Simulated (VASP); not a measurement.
Input of a VASP 6.6.1 run:

INCAR

```
SYSTEM = MoS2
  GGA = RE
  ISMEAR = 0
  SIGMA = 0.03
  LWAVE = .FALSE.
  LCHARG = .FALSE.
  ISIF = 2
  PREC = Accurate
  LASPH = .TRUE.
  LREAL = .FALSE.
  ALGO = Normal
  EDIFF = 1E-6
  NELM = 120
  GGA_COMPAT = .FALSE.
  ENCUT = 340
  EFERMI = MIDGAP
```

The input KPOINTS:

```
Automatic mesh
0
Gamma
  8 8 8
  0 0 0
```

File POSCAR:

```
MoS2
1.0
    1.5800000000      0.9122134253      6.1500000000
   -1.5800000000      0.9122134253      6.1500000000
    0.0000000000     -1.8244268506      6.1500000000
Mo S
1 2
Direct
    0.0000000000      0.0000000000      0.0000000000
    0.4170000000      0.4170000000      0.4170000000
    0.2500000000      0.2500000000      0.2500000000
```

Potentials or basis: VASP PAW PBE potentials, release 64 (Mo_sv, S).

The run is started by

```sh
$ cat potpaw_PBE.64/Mo_sv/POTCAR potpaw_PBE.64/S/POTCAR > POTCAR
$ mpirun -np 1 vasp_std > vasp.out
```

(1) Estimate the band gap on the k mesh.

(2) Estimate the pressure.

(3) What does it give for the largest force?

Answers

(1) 1.07 eV (least direct gap 2.03 eV).

(2) 6.6 GPa.

(3) 0.555 eV/Å.

Caveat: the cell stands under pressure; the PAW data sets were made with another functional, which shifts forces and pressure a little.
